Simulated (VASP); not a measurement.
Wanted: the native input for a VASP 6.6.1 run.

- Task: single point
- Functional: PBEsol
- Potentials or basis: VASP PAW PBE potentials, release 64 (Mg, I)
- Cutoff: 520 eV
- k mesh: 3 × 3 × 2
- Occupations: fermi-dirac, width 0.112 eV
- Spin: no spin polarisation
- Dipole correction: no
- Further INCAR settings: ALGO = Normal; EDIFF = 1e-06; NBANDS = 44

The structure of MgI2 lies in POSCAR:

```
MgI2
1.0
    8.3144261629     -0.0000000001      0.0000000000
   -4.1572130814      7.2005042750      0.0000000000
    0.0000000000      0.0000000000      6.8733251562
Mg I
4 8
Direct
   -0.0226039628     -0.0338784605      0.0065365742
   -0.0016726618      0.5139817794      0.0109617977
    0.4929299608     -0.0076544639      0.0018203707
    0.5343482323      0.4949483903     -0.0008202726
    0.1671147674      0.3336156619      0.2461862289
    0.3401117107      0.1733814678      0.7573398438
    0.1633244794      0.8372316396      0.2411147388
    0.3402513592      0.6671110545      0.7524334849
    0.6579294304      0.3288411352      0.2392127482
    0.8335420063      0.1599240770      0.7566233056
    0.6633336668      0.8373967669      0.2436445188
    0.8338179690      0.6687424681      0.7599023589
```

One way to write it, as run:

INCAR

```
ALGO = Normal
EDIFF = 1E-6
ENCUT = 520
GGA = PS
ISIF = 2
ISMEAR = -1
LASPH = T
LCHARG = F
LREAL = F
LWAVE = F
NBANDS = 44
NELM = 80
PREC = Accurate
SIGMA = 0.112
```

KPOINTS

```
k-points
0
Gamma
  3 3 2
```

Potentials or basis: VASP PAW PBE potentials, release 64 (Mg, I).

The run is started by

```bash
$ cat potpaw_PBE.64/Mg/POTCAR potpaw_PBE.64/I/POTCAR > POTCAR
$ mpirun -np 1 vasp_std > vasp.out
```

It gave:

```json
{
 "Pressure": "0.1 GPa",
 "Largest force": "1.424 eV/Å",
 "Band gap on the k mesh": "3.18 eV, indirect (least direct gap 3.26 eV)"
}
```

Caveat: the k points lie up to 0.46 Å⁻¹ apart; the PAW data sets were made with another functional, which shifts forces and pressure a little; spin-orbit coupling is left out, which moves the levels of the heavy elements.

Run time: 7.7 min on 1 thread of Oxide Virtual Turin-like Processor (shared host), peak memory 0.54 GiB.
